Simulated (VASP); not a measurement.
# BaSi3: density of states with PBE

The system is BaSi3.

```
Ba Si
1.0
     4.48722    0.00000    0.00000
     0.00000    4.48722    0.00000
     0.00000    0.00000    4.48722
Ba Si
1 3
Cartesian
  0.0000 0.0000 0.0000
  0.0000 2.2436 2.2436
  2.2436 2.2436 0.0000
  2.2436 0.0000 2.2436
```

- Program: VASP 6.6.1
- Task: density of states
- Functional: PBE
- Potentials or basis: VASP PAW PBE potentials, release 64 (Ba_sv, Si)
- Cutoff: 520 eV
- k mesh: 8 × 8 × 8
- Occupations: gaussian, width 0.05 eV
- Spin: no spin polarisation
- Dipole correction: no
- k mesh for the DOS: 12 × 12 × 12
- Occupations for the DOS: tetrahedron
- Further INCAR settings: ALGO = Normal; EDIFF = 1e-06

The valence electrons inside the program's atomic spheres are Ba 8.24; Si 1.53.

Levels at points of the mesh, in eV from the Fermi level:
| k point | band 9 | band 10 | band 11 | band 12 | band 13 | band 14 |
| --- | --- | --- | --- | --- | --- | --- |
| (0.00, 0.00, 0.00) | -1.88 | -1.88 | 1.64 | 1.64 | 1.64 | 2.82 |
| (0.50, 0.00, 0.00) | -2.41 | -1.67 | 0.48 | 0.48 | 0.98 | 1.09 |
| (0.50, 0.50, 0.00) | -1.16 | -1.16 | -0.64 | -0.18 | 1.23 | 1.23 |
| (0.50, 0.50, 0.50) | -1.43 | -1.43 | -1.43 | 4.30 | 4.85 | 4.85 |

It took 61 s on 1 thread of AMD EPYC 9R45 96-Core Processor (Zen 5), with other jobs on the host, peak memory 0.24 GiB.

Caveat: spin-orbit coupling is left out, which moves the levels of the heavy elements.
